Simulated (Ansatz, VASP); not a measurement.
## BN in VASP and in Ansatz

File INCAR:

```
SYSTEM = BN
PREC = Accurate
ENCUT = 520
EDIFF = 1E-7
ISMEAR = 0
SIGMA = 0.05
LREAL = .FALSE.
LASPH = .TRUE.
NELM = 60
ALGO = Normal
ISIF = 2
LWAVE = .FALSE.
LCHARG = .FALSE.
GGA = PE
NBANDS = 26
```

Contents of KPOINTS:

```
Automatic mesh
0
G
  6 6 10
  0 0 0
```

POSCAR

```
BN
1.0
    4.4559000000      0.0000000000      0.0000000000
    0.0000000000      4.4559000000      0.0000000000
    0.0000000000      0.0000000000      2.7021000000
B N
4 4
Direct
    0.1742811368      0.8257188632      0.5000000000
    0.3257188632      0.3257188632      0.0000000000
    0.6742811368      0.6742811368      0.0000000000
    0.8257188632      0.1742811368      0.5000000000
    0.8126115048      0.8126115048      0.5000000000
    0.3126115048      0.6873884952      0.0000000000
    0.6873884952      0.3126115048      0.0000000000
    0.1873884952      0.1873884952      0.5000000000
```

Input for Ansatz:

```yaml
crystal:
  lattice:
    - [4.4559, 0.0, 0.0]
    - [0.0, 4.4559, 0.0]
    - [0.0, 0.0, 2.7021]
  atoms:
    - { symbol: B, position: [0.1742811368, 0.8257188632, 0.5] }
    - { symbol: B, position: [0.3257188632, 0.3257188632, 0.0] }
    - { symbol: B, position: [0.6742811368, 0.6742811368, 0.0] }
    - { symbol: B, position: [0.8257188632, 0.1742811368, 0.5] }
    - { symbol: "N", position: [0.8126115048, 0.8126115048, 0.5] }
    - { symbol: "N", position: [0.3126115048, 0.6873884952, 0.0] }
    - { symbol: "N", position: [0.6873884952, 0.3126115048, 0.0] }
    - { symbol: "N", position: [0.1873884952, 0.1873884952, 0.5] }
basis:
  ecutwfc: 520.0
kpoints:
  mp_grid: { grid: [6, 6, 10] }
hamiltonian:
  xc: pbe
  pseudopotentials: { kind: paw, azcp: { folder: soft_1 } }
scf:
  occupations: { method: gaussian, width: 0.05 }
output:
  forces: true
  stress: true
  eigenvalues: true
```

Alike in both runs: task single point; functional PBE; k mesh 6 × 6 × 10; occupations gaussian, width 0.05 eV; no spin polarisation.

|  | VASP | Ansatz |
| --- | --- | --- |
| version | VASP 6.6.1 | Ansatz 0.2.0 |
| potentials or method | VASP PAW PBE potentials, release 64 (B, N), cutoff 520 eV | scalar-relativistic, plane waves, PAW |
| valence electrons in the cell | 32 | 32 |

Ansatz gave:

```
gap on the k mesh at the Fermi level (eV)                     : 4.79
least direct gap on the mesh (eV)                             : 5.45
pressure (GPa)                                                : -22.9
traceless stress, the component that is largest in VASP (GPa) : -24.78
rms of the force components (eV/Å)                            : 0.060
```

**Question.** What did VASP give for the same quantities?

**Answer.** gap on the k mesh at the Fermi level (eV): 4.78; least direct gap on the mesh (eV): 5.45; pressure (GPa): -22.8; traceless stress, the component that is largest in VASP (GPa): -24.88; rms of the force components (eV/Å): 0.064.

Atom by atom the forces differ by 0.007 eV/Å (rms over components). The functional is the same, so the differences come from potentials, cutoffs and numerics.
